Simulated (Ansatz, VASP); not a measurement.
# Al2Ru: VASP beside Ansatz

```
Al Ru
1.0
     0.00000    3.47332    3.47332
     3.47332    0.00000    3.47332
     3.47332    3.47332    0.00000
Al Ru
4 2
Direct
  0.62500 0.62500 0.62500
  0.12500 0.62500 0.62500
  0.62500 0.62500 0.12500
  0.62500 0.12500 0.62500
  0.00000 0.00000 0.00000
  0.25000 0.25000 0.25000
```

Alike in both runs: functional r2SCAN; k mesh 10 × 10 × 10; occupations gaussian, width 0.1 eV; no spin polarisation.

Ansatz relaxed the structure, and its values are those at the end. VASP's run is a single point on that final structure, the one shown.

```csv
,VASP,Ansatz
version,VASP 6.6.1,Ansatz 0.2.0
potentials or method,"VASP PAW PBE potentials, release 64 (Al, Ru_pv), cutoff 520 eV","scalar-relativistic, plane waves, PAW"
valence electrons in the cell,40,44
```

|  | VASP | Ansatz | Ansatz less VASP |
| --- | --- | --- | --- |
| gap on the k mesh at the Fermi level (eV) | none | none | - |
| pressure (GPa) | -0.2 | 0.0 | +0.21 |

VASP's potentials were made for PBE, not for r2SCAN. A gap of «none» marks a metal or a gap that the smearing closes. VASP's potentials hold 40 valence electrons a cell and Ansatz's 44, so a difference there can come from the potentials and not from the codes.
